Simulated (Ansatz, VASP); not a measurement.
Two plane-wave programs on NaF

```
Na F
1.0
     0.00000    3.24297    5.23007
     1.56520    0.00000    5.23007
     1.56520    3.24297    0.00000
Na F
2 2
Direct
  0.18267 0.18267 0.81733
  0.43267 0.43267 0.06733
  0.81733 0.81733 0.18267
  0.06733 0.06733 0.43267
```

Alike in both runs: task relaxation of cell and atoms; functional PBE; k mesh 6 × 6 × 6; occupations gaussian, width 0.1 eV; no spin polarisation.

|  | VASP | Ansatz |
| --- | --- | --- |
| version | VASP 6.6.1 | Ansatz 0.2.0 |
| potentials or method | VASP PAW PBE potentials, release 64 (Na_pv, F), cutoff 600 eV | scalar-relativistic, plane waves, PAW |
| valence electrons in the cell | 28 | 32 |

Ansatz gave:

```
gap on the k mesh at the Fermi level, each at its own relaxed structure (eV) : 5.41
relaxed volume (Å³/atom)                                                     : 14.98
relaxed cell length with the largest relative difference (Å)                 : 5.946
```

Q: What did VASP give for the same quantities?

A: gap on the k mesh at the Fermi level, each at its own relaxed structure (eV): 5.37; relaxed volume (Å³/atom): 15.02; relaxed cell length with the largest relative difference (Å): 5.985.

VASP's potentials hold 28 valence electrons a cell and Ansatz's 32, so a difference there can come from the potentials and not from the codes.
